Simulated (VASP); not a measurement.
A run of VASP 6.6.1 is set up as follows.

Contents of POSCAR:

```
Sr2TeWO6
1.0
    0.0000000000      4.1116380000      4.1116380000
    4.1116380000      0.0000000000      4.1116380000
    4.1116380000      4.1116380000      0.0000000000
Te W O Sr
1 1 6 2
Direct
    0.5000000000      0.5000000000      0.5000000000
    0.0000000000      0.0000000000      0.0000000000
    0.7250000000      0.2750000000      0.2750000000
    0.2750000000      0.7250000000      0.2750000000
    0.2750000000      0.7250000000      0.7250000000
    0.7250000000      0.2750000000      0.7250000000
    0.2750000000      0.2750000000      0.7250000000
    0.7250000000      0.7250000000      0.2750000000
    0.2500000000      0.2500000000      0.2500000000
    0.7500000000      0.7500000000      0.7500000000
```

File INCAR.step1:

```
SYSTEM = Sr2TeWO6
PREC = Accurate
ENCUT = 520
ISMEAR = 0
SIGMA = 0.1395
LREAL = .FALSE.
LASPH = .TRUE.
NELM = 60
NBANDS = 49
GGA = PE
ALGO = Normal
EDIFF = 1E-4
LWAVE = .TRUE.
LCHARG = .FALSE.
```

The input INCAR.step2:

```
SYSTEM = Sr2TeWO6
PREC = Accurate
ENCUT = 520
EDIFF = 1E-6
ISMEAR = 0
SIGMA = 0.1395
LREAL = .FALSE.
LASPH = .TRUE.
NELM = 60
ALGO = Normal
ISIF = 2
LWAVE = .FALSE.
LCHARG = .TRUE.
METAGGA = R2SCAN
LMIXTAU = .TRUE.
LELF = .TRUE.
LVHAR = .TRUE.
NBANDS = 49
ISTART = 1
```

File KPOINTS:

```
regular mesh
0
G
  7 7 7
  0 0 0
```

Potentials or basis: VASP PAW PBE potentials, release 64 (Te, W_sv, O, Sr_sv).

The run is started by

```sh
$ cat potpaw_PBE.64/Te/POTCAR potpaw_PBE.64/W_sv/POTCAR potpaw_PBE.64/O/POTCAR potpaw_PBE.64/Sr_sv/POTCAR > POTCAR
$ cp INCAR.step1 INCAR
$ mpirun -np 1 vasp_std > vasp.out
$ cp INCAR.step2 INCAR
$ mpirun -np 1 vasp_std > vasp.out
```

Problem. What does it give for the band gap on the k mesh?

Solution. Zero (bands 38 and 39 overlap by 0.64 eV).

Problem. Predict the pressure.

Solution. -0.3 GPa.

Forces in eV/Å, atoms in the order of the input:
```
Te   0.000  0.000  0.000
W    0.000  0.000  0.000
O   -2.968  0.000  0.000
O    0.000 -2.968  0.000
O    2.968  0.000  0.000
O    0.000  2.968  0.000
O    0.000  0.000 -2.968
O    0.000  0.000  2.968
Sr   0.000  0.000  0.000
Sr   0.000  0.000  0.000
```

Caveat: the PAW data sets were made with another functional, which shifts forces and pressure a little; spin-orbit coupling is left out, which moves the levels of the heavy elements.
